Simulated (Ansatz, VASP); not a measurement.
# Hg in VASP and in Ansatz

Contents of INCAR:

```
PREC = Accurate
ENCUT = 520
EDIFF = 1E-6
ISMEAR = -1
SIGMA = 0.08
LREAL = F
LASPH = T
NELM = 100
ALGO = Normal
ISIF = 2
LWAVE = F
LCHARG = T
GGA = PS
LELF = T
LVHAR = T
NBANDS = 19
```

The input KPOINTS:

```
Automatic mesh
0
Gamma
  15 15 8
```

POSCAR

```
Hg
1.0
    2.9490296502      0.0000000000      0.0000000000
   -1.4745148251      2.5539345936      0.0000000000
    0.0000000000      0.0000000000      4.9067634851
Hg
2
Direct
    0.3333333333      0.6666666667      0.2500000000
    0.6666666667      0.3333333333      0.7500000000
```

Input for Ansatz:

```yaml
crystal:
  lattice:
    - [2.9490296502, 0.0, 0.0]
    - [-1.4745148251, 2.5539345936, 0.0]
    - [0.0, 0.0, 4.9067634851]
  atoms:
    - { symbol: Hg, position: [0.3333333333, 0.6666666667, 0.25] }
    - { symbol: Hg, position: [0.6666666667, 0.3333333333, 0.75] }
kpoints:
  mp_grid: { grid: [15, 15, 8] }
scf:
  occupations: { method: fermi_dirac, width: 0.08 }
hamiltonian:
  xc: pbesol
  pseudopotentials: { kind: all_electron, lapw: { basis_error: 0.001 } }
output:
  forces: true
  stress: true
  eigenvalues: true
  populations: true
```

Change from the starting cell: volume scaled by 0.78, LAPW.

Alike in both runs: task single point; functional PBEsol; k mesh 15 × 15 × 8; occupations fermi-dirac, width 0.08 eV; no spin polarisation.

|  | VASP | Ansatz |
| --- | --- | --- |
| version | VASP 6.6.1 | Ansatz 0.2.0 |
| potentials or method | VASP PAW PBE potentials, release 64 (Hg), cutoff 520 eV | all-electron LAPW, scalar-relativistic |

```csv
,VASP,Ansatz,Ansatz less VASP
pressure (GPa),21.9,20.7,-1.29
"traceless stress, the component that is largest in VASP (GPa)",-0.03,0.06,+0.083
```

VASP's potentials were made for PBE, not for PBEsol. Ansatz ran all-electron here, and VASP with PAW potentials.

Neither program's run includes spin-orbit coupling.
